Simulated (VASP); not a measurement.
# Sr3PRh (Pm-3m) in VASP: relaxation of cell and atoms with PBE

Aim: the relaxation of cell and atoms of Sr3PRh with PBE.

Program: VASP 6.6.1. These are calculated values, not measurements. Logs are shortened: lines on timing, memory, paths and dates and some standing lists are left out, and cuts for length are marked.

**1. The cell of the first run**

It takes space group Pm-3m (No. 221, cubic). Conventional cell: a = 5.252 Å, b = 5.252 Å, c = 5.252 Å, α = 90.00°, β = 90.00°, γ = 90.00°. Sr (site symmetry 4/mmm) has 2 Rh at 2.63 Å within 3.5 Å. P (site symmetry m-3m) has 12 Sr at 3.71 Å and 8 Rh at 4.55 Å within 4.9 Å. Within 3.5 Å of Rh (site symmetry m-3m) lie 6 Sr at 2.63 Å.

The cell was generated, and may not be a known phase.

**2. Relaxation of cell and atoms, PBE**

INCAR

```
PREC = Accurate
ENCUT = 620
EDIFF = 1E-7
ISMEAR = 0
SIGMA = 0.1
LREAL = F
LASPH = T
NELM = 120
ALGO = Normal
ISIF = 3
LWAVE = F
LCHARG = F
GGA = PE
IBRION = 2
NSW = 90
EDIFFG = -0.04
GGA_COMPAT = F
NELMIN = 4
```

KPOINTS

```
Automatic mesh
0
Gamma
  4 4 4
```

POSCAR

```
Sr3PRh
1.0
    5.2523964200      0.0000000000      0.0000000000
    0.0000000000      5.2523964200      0.0000000000
    0.0000000000      0.0000000000      5.2523964200
Sr P Rh
3 1 1
Direct
    0.5000000000      0.5000000000      0.0000000000
    0.5000000000      0.0000000000      0.5000000000
    0.0000000000      0.5000000000      0.5000000000
    0.0000000000      0.0000000000      0.0000000000
    0.5000000000      0.5000000000      0.5000000000
```

Potentials or basis: VASP PAW PBE potentials, release 64 (Sr_sv, P, Rh_sv_GW).

On the command line:

```bash
$ cat potpaw_PBE.64/Sr_sv/POTCAR potpaw_PBE.64/P/POTCAR potpaw_PBE.64/Rh_sv_GW/POTCAR > POTCAR
$ mpirun -np 1 vasp_std > vasp.out
```

OUTCAR:

```text
PREC = Accurate
   ENCUT = 620
   EDIFF = 1E-7
   ISMEAR = 0
   LREAL = F
   LASPH = T
   NELM = 120
   ISIF = 3
   GGA = PE
   IBRION = 2
   NSW = 90
   EDIFFG = -0.04
   NELMIN = 4

 ion  position               nearest neighbor table
   1  0.500  0.500  0.000-   5 2.63   5 2.63   4 3.71   2 3.71   2 3.71   3 3.71   3 3.71   2 3.71
                             4 3.71   2 3.71   3 3.71   4 3.71   3 3.71   4 3.71
   2  0.500  0.000  0.500-   5 2.63   5 2.63   4 3.71   1 3.71   1 3.71   4 3.71   1 3.71   3 3.71
                             3 3.71   1 3.71   3 3.71   4 3.71   4 3.71   3 3.71
   3  0.000  0.500  0.500-   5 2.63   5 2.63   4 3.71   1 3.71   1 3.71   4 3.71   2 3.71   4 3.71
                             4 3.71   1 3.71   2 3.71   2 3.71   1 3.71   2 3.71
   4  0.000  0.000  0.000-   1 3.71   2 3.71   3 3.71   2 3.71   3 3.71   1 3.71   3 3.71   3 3.71
                             1 3.71   2 3.71   2 3.71   1 3.71
   5  0.500  0.500  0.500-   1 2.63   2 2.63   3 2.63   1 2.63   2 2.63   3 2.63

  LATTYP: Found a simple cubic cell.
 ALAT       =     5.2523964200

  Lattice vectors:

 A1 = (   5.2523964200,   0.0000000000,   0.0000000000)
 A2 = (   0.0000000000,   5.2523964200,   0.0000000000)
 A3 = (   0.0000000000,   0.0000000000,   5.2523964200)

Analysis of symmetry for initial positions (statically):
=====================================================================
 Subroutine PRICEL returns:
 Original cell was already a primitive cell.

 Routine SETGRP: Setting up the symmetry group for a
 simple cubic supercell.

 Subroutine GETGRP returns: Found 48 space group operations
 (whereof 48 operations were pure point group operations)
 out of a pool of 48 trial point group operations.

The static configuration has the point symmetry O_h .

Analysis of symmetry for dynamics (positions and initial velocities):
=====================================================================
 Subroutine PRICEL returns:
 Original cell was already a primitive cell.

 Routine SETGRP: Setting up the symmetry group for a
 simple cubic supercell.

 Subroutine GETGRP returns: Found 48 space group operations
 (whereof 48 operations were pure point group operations)
 out of a pool of 48 trial point group operations.

The dynamic configuration has the point symmetry O_h .

 Subroutine INISYM returns: Found 48 space group operations
 (whereof 48 operations are pure point group operations),
 and found     1 'primitive' translations

----------------------------------------------------------------------------------------

                                     Primitive cell

  volume of cell :     144.9014

  direct lattice vectors                    reciprocal lattice vectors
     5.252396420  0.000000000  0.000000000     0.190389285  0.000000000  0.000000000
     0.000000000  5.252396420  0.000000000     0.000000000  0.190389285  0.000000000
     0.000000000  0.000000000  5.252396420     0.000000000  0.000000000  0.190389285

  length of vectors
     5.252396420  5.252396420  5.252396420     0.190389285  0.190389285  0.190389285

  position of ions in fractional coordinates (direct lattice)
     0.500000000  0.500000000  0.000000000
     0.500000000  0.000000000  0.500000000
     0.000000000  0.500000000  0.500000000
     0.000000000  0.000000000  0.000000000
     0.500000000  0.500000000  0.500000000

  ion indices of the primitive-cell ions
   primitive index   ion index
                 1           1
                 2           2
                 3           3
                 4           4
                 5           5

----------------------------------------------------------------------------------------

 KPOINTS: Automatic mesh

Automatic generation of k-mesh.
 Grid dimensions read from file:
 generate k-points for:    4    4    4

 Generating k-lattice:

  Cartesian coordinates                     Fractional coordinates (reciprocal lattice)
     0.047597321  0.000000000  0.000000000     0.250000000  0.000000000  0.000000000
     0.000000000  0.047597321  0.000000000     0.000000000  0.250000000  0.000000000
     0.000000000  0.000000000  0.047597321     0.000000000  0.000000000  0.250000000

  Length of vectors
     0.047597321  0.047597321  0.047597321

  Shift w.r.t. Gamma in fractional coordinates (k-lattice)
     0.000000000  0.000000000  0.000000000

 Subroutine IBZKPT returns following result:
 ===========================================

 Found     10 irreducible k-points:

 Following reciprocal coordinates:
            Coordinates               Weight
  0.000000  0.000000  0.000000      1.000000
  0.250000  0.000000  0.000000      6.000000
  0.500000  0.000000  0.000000      3.000000
  0.250000  0.250000  0.000000     12.000000
  0.500000  0.250000  0.000000     12.000000
  0.500000  0.500000  0.000000      3.000000
  0.250000  0.250000  0.250000      8.000000
  0.500000  0.250000  0.250000     12.000000
  0.500000  0.500000  0.250000      6.000000
  0.500000  0.500000  0.500000      1.000000
   k-points           NKPTS =     10   k-points in BZ     NKDIM =     10   number of bands    NBANDS=     31
   number of dos      NEDOS =    301   number of ions     NIONS =      5
   total plane-waves  NPLWV = 110592
   dimension x,y,z NGX =    48 NGY =   48 NGZ =   48
   dimension x,y,z NGXF=    96 NGYF=   96 NGZF=   96
   ions per type =               3   1   1
   NGX,Y,Z   is equivalent  to a cutoff of  15.19, 15.19, 15.19 a.u.
   NGXF,Y,Z  is equivalent  to a cutoff of  30.39, 30.39, 30.39 a.u.
 SYSTEM =  unknown system
   PREC   = accura    normal or accurate (medium, high low for compatibility)
   ISTART =      0    job   : 0-new  1-cont  2-samecut
   ICHARG =      2    charge: 1-file 2-atom 10-const
   ISPIN  =      1    spin polarized calculation?
   LNONCOLLINEAR =      F non collinear calculations
   LSORBIT =      F    spin-orbit coupling
   LASPH  =      T    aspherical Exc in radial PAW
   ENCUT  =  620.0 eV  45.57 Ry    6.75 a.u.  10.66 10.66 10.66*2*pi/ulx,y,z
   NELM   =    120;   NELMIN=  4; NELMDL= -5     # of ELM steps
   EDIFF  = 0.1E-06   stopping-criterion for ELM
   LREAL  =      F    real-space projection
   EDIFFG = -.4E-01   stopping-criterion for IOM
   NSW    =     90    number of steps for IOM
   IBRION =      2    ionic relax: 0-MD 1-quasi-New 2-CG
   NFREE  =      1    steps in history (QN), initial steepest desc. (CG)
   ISIF   =      3    stress and relaxation
   ISYM   =      2    0-nonsym 1-usesym 2-fastsym
   POTIM  = 0.5000    time-step for ionic-motion
   TEBEG  =    0.0;   TEEND  =   0.0 temperature during run
   PSTRESS=    0.0 pullay stress
   NELECT =      52.0000    total number of electrons
   NUPDOWN=      -1.0000    fix difference up-down
   EMIN   =  10.00;   EMAX   =-10.00  energy-range for DOS
   EFERMI =   0.00;   METHOD = LEGACY
   ISMEAR =     0;   SIGMA  =   0.10  broadening in eV -4-tet -1-fermi 0-gaus
   EFERMI_NEDOS =   21; number of points for ismear=-14 and -15
   IALGO  =     38    algorithm
   IMIX   =      4    mixing-type and parameters
     AMIX     =   0.40;   BMIX     =  1.00
     AMIX_MAG =   1.60;   BMIX_MAG =  1.00
  volume/ion in A,a.u.               =      28.98       195.57
  Fermi-wavevector in a.u.,A,eV,Ry     =   1.163372  2.198454 18.414580  1.353433
  Thomas-Fermi vector in A             =   2.299922
   LORBIT       =      0    0 simple, 1 ext, 2 COOP (PROOUT), +10 PAW based schemes
   GGA     = PE    functional components
   LHFCALC =     F    Hartree Fock is set to
   AEXX    =    0.0000 exact exchange contribution
   IVDW    =     0    specifies the selected vdW correction
   LEPSILON=     F    determine dielectric tensor
   LRPA    =     F    only Hartree local field effects (RPA)
 conjugate gradient relaxation of ions
 non-spin polarized calculation
 Gauss-broadening in eV      SIGMA  =   0.10
  energy-cutoff  :      620.00
  volume of cell :      144.90
 maximum number of plane-waves:      5112
 NGX is ok and might be reduce to    48
   NGX = 21   NGY = 21   NGZ = 21

--------------------------------------- Ionic step        1  -------------------------------------------

 number of electron      51.9999992 magnetization

 Free energy of the ion-electron system (eV)
  ---------------------------------------------------
  ext. energy  EPLUGINS =         0.00000000
  ---------------------------------------------------
  free energy    TOTEN  =       -16.97299358 eV

  energy without entropy =      -16.96811456  energy(sigma->0) =      -16.97055407

------------------------ aborting loop because EDIFF is reached ----------------------------------------

  FORCE on cell =-STRESS in cart. coord.  units (eV):
  Direction    XX          YY          ZZ          XY          YZ          ZX
  --------------------------------------------------------------------------------------
  -------------------------------------------------------------------------------------
  Total        7.0469323      7.0469323      7.0469323     -0.0000000     -0.0000000     -0.0000000
  in kB       77.9180711     77.9180711     77.9180711     -0.0000000     -0.0000000     -0.0000000
  external PRESSURE =      77.9180711 kB  Pullay stress =       0.0000000 kB
[... 63 lines left out ...]
  energy  without entropy=      -17.5141280212  energy(sigma->0) =      -17.51809277

--------------------------------------- Ionic step        3  -------------------------------------------

 number of electron      51.9999995 magnetization

 Free energy of the ion-electron system (eV)
  ---------------------------------------------------
  ext. energy  EPLUGINS =         0.00000000
  ---------------------------------------------------
  free energy    TOTEN  =       -17.53542945 eV

  energy without entropy =      -17.52674366  energy(sigma->0) =      -17.53108656

 E-fermi :   2.1939     XC(G=0):  -8.4717

 val. band max:        2.1141114481   @ k =   0.5000   0.5000   0.5000
 cond. band min:       2.8070230237   @ k =   0.5000   0.0000   0.0000
 fundamental gap:      0.6929115756
 Fermi energy:         2.1939438081

 k-point     1 :       0.0000    0.0000    0.0000
  band No.  band energies     occupation
      1     -74.7024      2.00000
      2     -42.6980      2.00000
      3     -42.6980      2.00000
      4     -42.6980      2.00000
      5     -33.0335      2.00000
      6     -32.9904      2.00000
[... 361 lines left out ...]
  FREE ENERGIE OF THE ION-ELECTRON SYSTEM (eV)
  ---------------------------------------------------
  free  energy   TOTEN  =       -17.5354294486 eV

  energy  without entropy=      -17.5267436620  energy(sigma->0) =      -17.53108656

 reached required accuracy - stopping structural energy minimisation
```

It took 4 min on 1 thread of Intel Xeon Platinum 8259CL at 2.50GHz (Skylake/Cascade Lake), shared host; peak memory 0.39 GiB.

Results:

| Item | Value |
| --- | --- |
| Free energy | -17.5354 eV |
| Relaxed volume | 34.28 Å³/atom |
| Relaxed cell | a = 5.555 Å, b = 5.555 Å, c = 5.555 Å, α = 90.00°, β = 90.00°, γ = 90.00° |
| Space group after relaxing (to 0.1 Å) | Pm-3m (No. 221) |
| Energy gained by relaxing | 112.5 meV/atom |
| Ionic steps | 3 |
| Pressure after relaxing | 0.0 GPa |
| Band gap on the k mesh | zero (filled and empty bands touch) |

Step by step:
```tsv
step	energy change (eV)	largest force (eV/Å)	pressure (GPa)	volume (Å³)
1	0.0000	0.0000	7.79	144.90
2	-0.5491	0.0000	-0.86	176.51
3	-0.5624	0.0000	0.04	171.40
```

Final structure:
```
Sr P Rh
1.0
     5.55482    0.00000    0.00000
     0.00000    5.55482    0.00000
     0.00000    0.00000    5.55482
Sr P Rh
3 1 1
Direct
  0.50000 0.50000 0.00000
  0.50000 0.00000 0.50000
  0.00000 0.50000 0.50000
  0.00000 0.00000 0.00000
  0.50000 0.50000 0.50000
```

Caveat: the volume moved by over 15 % at a fixed basis, so the end points are rough.

The gap in the log of VASP goes by the Fermi energy; the results here count the filled bands.